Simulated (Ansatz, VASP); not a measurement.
**SrO: VASP beside Ansatz**

```
Sr O
1.0
     0.00000    2.57461    2.57461
     2.57461    0.00000    2.57461
     2.57461    2.57461    0.00000
Sr O
1 1
Direct
  0.00000 0.00000 0.00000
  0.50000 0.50000 0.50000
```

Alike in both runs: functional PBE; dispersion D3(BJ); k mesh 8 × 8 × 8; occupations gaussian, width 0.02 eV; no spin polarisation.

Ansatz relaxed the structure, and its values are those at the end. VASP's run is a single point on that final structure, the one shown.

|  | VASP | Ansatz |
| --- | --- | --- |
| version | VASP 6.6.1 | Ansatz 0.2.0 |
| potentials or method | VASP PAW PBE potentials, release 64 (Sr_sv, O), cutoff 600 eV | scalar-relativistic, plane waves, PAW |
| valence electrons in the cell | 16 | 16 |

```tsv
	VASP	Ansatz	Ansatz less VASP
gap on the k mesh at the Fermi level (eV)	3.27	3.32	+0.048
least direct gap on the mesh (eV)	3.36	3.40	+0.038
pressure (GPa)	0.5	0.0	-0.47
```
